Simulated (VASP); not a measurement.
# Pd (P6_3/mmc) in VASP: single point with PBE

Aim: the single point of Pd with PBE.

All numbers are computed with VASP 6.6.1; they aren't measurements. Logs are shortened: lines on timing, memory, paths and dates and some standing lists are left out, and cuts for length are marked.

## 1. The cell of the first run

It takes space group P6_3/mmc (No. 194, hexagonal). Conventional cell: a = 2.784 Å, b = 2.784 Å, c = 4.629 Å, α = 90.00°, β = 90.00°, γ = 120.00°. Pd (site symmetry -6m2) has 12 Pd at 2.78 to 2.82 Å within 3.7 Å.

This isn't the form of Pd at room conditions, which is fcc.

## 2. Single point, PBE, collinear spin

The input, INCAR:

```
SYSTEM = Pd
ALGO = Normal
EDIFF = 1E-7
ENCUT = 520
GGA = PE
ISIF = 2
ISMEAR = -1
ISPIN = 2
LASPH = .TRUE.
LCHARG = .FALSE.
LMAXMIX = 4
LORBIT = 11
LREAL = .FALSE.
LWAVE = .FALSE.
MAGMOM = 0.6 -0.6
NBANDS = 21
NELM = 150
PREC = Accurate
SIGMA = 0.05
```

The input, KPOINTS:

```
k-points
0
G
  14 14 7
  0 0 0
```

The input, POSCAR:

```
Pd
1.0
    2.7836650458      0.0000000000      0.0000000000
   -1.3918325229      2.4107246453      0.0000000000
    0.0000000000      0.0000000000      4.6288930000
Pd
2
Direct
    0.6666666667      0.3333333333      0.7500000000
    0.3333333333      0.6666666667      0.2500000000
```

Potentials or basis: VASP PAW PBE potentials, release 64 (Pd).

Started as:

```sh
cat potpaw_PBE.64/Pd/POTCAR > POTCAR
mpirun -np 1 vasp_std > vasp.out
```

OUTCAR:

```text
SYSTEM = Pd
   EDIFF = 1E-7
   ENCUT = 520
   GGA = PE
   ISIF = 2
   ISMEAR = -1
   ISPIN = 2
   LASPH = .TRUE.
   LORBIT = 11
   LREAL = .FALSE.
   NELM = 150
   PREC = Accurate

 ion  position               nearest neighbor table
   1  0.667  0.333  0.750-   2 2.82   2 2.82   2 2.82   2 2.82   2 2.82   2 2.82
   2  0.333  0.667  0.250-   1 2.82   1 2.82   1 2.82   1 2.82   1 2.82   1 2.82

  LATTYP: Found a hexagonal cell.
 ALAT       =     2.7836650458
 C/A-ratio  =     1.6628771507

  Lattice vectors:

 A1 = (   2.7836650458,   0.0000000000,   0.0000000000)
 A2 = (  -1.3918325229,   2.4107246453,   0.0000000000)
 A3 = (   0.0000000000,   0.0000000000,   4.6288930000)

Analysis of symmetry for initial positions (statically):
=====================================================================
 Subroutine PRICEL returns:
 Original cell was already a primitive cell.

 Routine SETGRP: Setting up the symmetry group for a
 hexagonal supercell.

 Subroutine GETGRP returns: Found 24 space group operations
 (whereof 12 operations were pure point group operations)
 out of a pool of 24 trial point group operations.

The static configuration has the point symmetry D_3d.
 The point group associated with its full space group is D_6h.

Analysis of symmetry for dynamics (positions and initial velocities):
=====================================================================
 Subroutine PRICEL returns:
 Original cell was already a primitive cell.

 Routine SETGRP: Setting up the symmetry group for a
 hexagonal supercell.

 Subroutine GETGRP returns: Found 24 space group operations
 (whereof 12 operations were pure point group operations)
 out of a pool of 24 trial point group operations.

The dynamic configuration has the point symmetry D_3d.
 The point group associated with its full space group is D_6h.

Analysis of structural, dynamic, and magnetic symmetry:
=====================================================================
 Subroutine PRICEL returns:
 Original cell was already a primitive cell.

 Routine SETGRP: Setting up the symmetry group for a
 hexagonal supercell.

 Subroutine GETGRP returns: Found 24 space group operations
 (whereof 12 operations were pure point group operations)
 out of a pool of 24 trial point group operations.

The overall configuration has the point symmetry D_3d.
 The point group associated with its full space group is D_6h.

 Subroutine INISYM returns: Found 24 space group operations
[... 119 lines left out ...]
  Fermi-wavevector in a.u.,A,eV,Ry     =   1.413636  2.671385 27.189429  1.998367
  Thomas-Fermi vector in A             =   2.535261
   LORBIT       =     11    0 simple, 1 ext, 2 COOP (PROOUT), +10 PAW based schemes
   GGA     = PE    functional components
   LHFCALC =     F    Hartree Fock is set to
   AEXX    =    0.0000 exact exchange contribution
   IVDW    =     0    specifies the selected vdW correction
   LEPSILON=     F    determine dielectric tensor
   LRPA    =     F    only Hartree local field effects (RPA)
 spin polarized calculation
  energy-cutoff  :      520.00
  volume of cell :       31.06
 maximum number of plane-waves:       854
 NGX is ok and might be reduce to    24
   NGX = 11   NGY = 11   NGZ = 17

 number of electron      20.0000008 magnetization       0.0000000

 number of electron      20.0000008 magnetization      -0.0000000

 Free energy of the ion-electron system (eV)
  ---------------------------------------------------
  ext. energy  EPLUGINS =         0.00000000
  ---------------------------------------------------
  free energy    TOTEN  =       -10.38515747 eV

  energy without entropy =      -10.33817869  energy(sigma->0) =      -10.36166808

 E-fermi :   8.9335     XC(G=0): -12.8636

 val. band max:        8.9304169800   @ k =   0.4286   0.1429   0.1429
 cond. band min:       8.9383410374   @ k =   0.3571   0.2143   0.4286
 fundamental gap:      0.0079240574
 Fermi energy:         8.9335483057

 spin component 1

 k-point     1 :       0.0000    0.0000    0.0000
  band No.  band energies     occupation
      1       2.1887      1.00000
      2       4.0198      1.00000
      3       6.2310      1.00000
      4       6.4111      1.00000
      5       6.4111      1.00000
      6       6.7376      1.00000
[... 565 lines left out ...]
     20      34.6840      0.00000
     21      35.5102      0.00000

 [... further k-points ...]

 spin component 2

 k-point     1 :       0.0000    0.0000    0.0000
  band No.  band energies     occupation
      1       2.1887      1.00000
      2       4.0198      1.00000
      3       6.2310      1.00000
      4       6.4111      1.00000
      5       6.4111      1.00000
      6       6.7376      1.00000
[... 565 lines left out ...]
     20      34.6840      0.00000
     21      35.5099      0.00000

 [... further k-points ...]

------------------------ aborting loop because EDIFF is reached ----------------------------------------

  FORCE on cell =-STRESS in cart. coord.  units (eV):
  Direction    XX          YY          ZZ          XY          YZ          ZX
  --------------------------------------------------------------------------------------
  -------------------------------------------------------------------------------------
  Total       -0.3666682     -0.3666682     -0.2412950      0.0000000      0.0000000      0.0000000
  in kB      -18.9122038    -18.9122038    -12.4456381      0.0000000      0.0000000      0.0000000
  external PRESSURE =     -16.7566819 kB  Pullay stress =       0.0000000 kB

 VOLUME and BASIS-vectors are now :
 -----------------------------------------------------------------------------
  energy-cutoff  :      520.00
  volume of cell :       31.06
      direct lattice vectors                 reciprocal lattice vectors
     2.783665046  0.000000000  0.000000000     0.359238624  0.207406516  0.000000000
    -1.391832523  2.410724645  0.000000000     0.000000000  0.414813032  0.000000000
     0.000000000  0.000000000  4.628893000     0.000000000  0.000000000  0.216034374

 POSITION                                       TOTAL-FORCE (eV/Angst)
 -----------------------------------------------------------------------------------
      1.39183      0.80357      3.47167         0.000000      0.000000      0.000000
     -0.00000      1.60715      1.15722        -0.000000     -0.000000      0.000000
 -----------------------------------------------------------------------------------
    total drift:                               -0.000000      0.000000     -0.000000

  FREE ENERGIE OF THE ION-ELECTRON SYSTEM (eV)
  ---------------------------------------------------
  free  energy   TOTEN  =       -10.3851574665 eV

  energy  without entropy=      -10.3381786927  energy(sigma->0) =      -10.36166808

 total charge

# of ion       s       p       d       tot
------------------------------------------
    1        0.462   0.425   8.453   9.340
    2        0.462   0.425   8.453   9.340
--------------------------------------------------
tot          0.925   0.850  16.905  18.680

 magnetization (x)

# of ion       s       p       d       tot
------------------------------------------
    1        0.000   0.000   0.000   0.000
    2       -0.000  -0.000  -0.000  -0.000
--------------------------------------------------
tot          0.000   0.000   0.000   0.000
```

Run time: 79 s. Hardware: 1 thread of Intel Xeon Platinum 8259CL at 2.50GHz (Skylake/Cascade Lake), shared host; peak memory 0.23 GiB.

What came out:

- Free energy: -10.3852 eV
- Pressure: -1.7 GPa
- Band gap on the k mesh: zero (filled and empty bands overlap)
- Net moment: 0.00 μB per cell
- Valence electrons inside the program's atomic spheres: Pd 9.34

Stress tensor (GPa, compression positive):
```
-1.89  0.00  0.00
 0.00 -1.89  0.00
 0.00  0.00 -1.24
```
